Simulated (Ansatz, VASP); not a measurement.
**BN in VASP and in Ansatz**

```
B N
1.0
     0.00000    1.95734    1.95734
     1.95734    0.00000    1.95734
     1.95734    1.95734    0.00000
B N
1 1
Direct
  0.00000 0.00000 0.00000
  0.75000 0.75000 0.75000
```

Change from the starting cell: strain +0.080 along x and y, +0.080 along z, atoms carried along.

Alike in both runs: task single point; functional PBE; k mesh 12 × 12 × 12; occupations gaussian, width 0.05 eV; no spin polarisation.

|  | VASP | Ansatz |
| --- | --- | --- |
| version | VASP 6.6.1 | Ansatz 0.2.0 |
| potentials or method | VASP PAW PBE potentials, release 64 (B, N), cutoff 600 eV | scalar-relativistic, plane waves, PAW |
| valence electrons in the cell | 8 | 8 |

|  | VASP | Ansatz | Ansatz less VASP |
| --- | --- | --- | --- |
| gap on the k mesh at the Fermi level (eV) | 4.17 | 4.17 | +0.003 |
| least direct gap on the mesh (eV) | 6.74 | 6.72 | -0.019 |
| pressure (GPa) | -55.9 | -55.6 | +0.36 |

Both programs put the cell under strong tension, so it lies far from rest at this level. With one functional, cell and mesh, what is left measures potentials, basis and numerics.

Noted on VASP's run: the cell as given lies far from equilibrium.
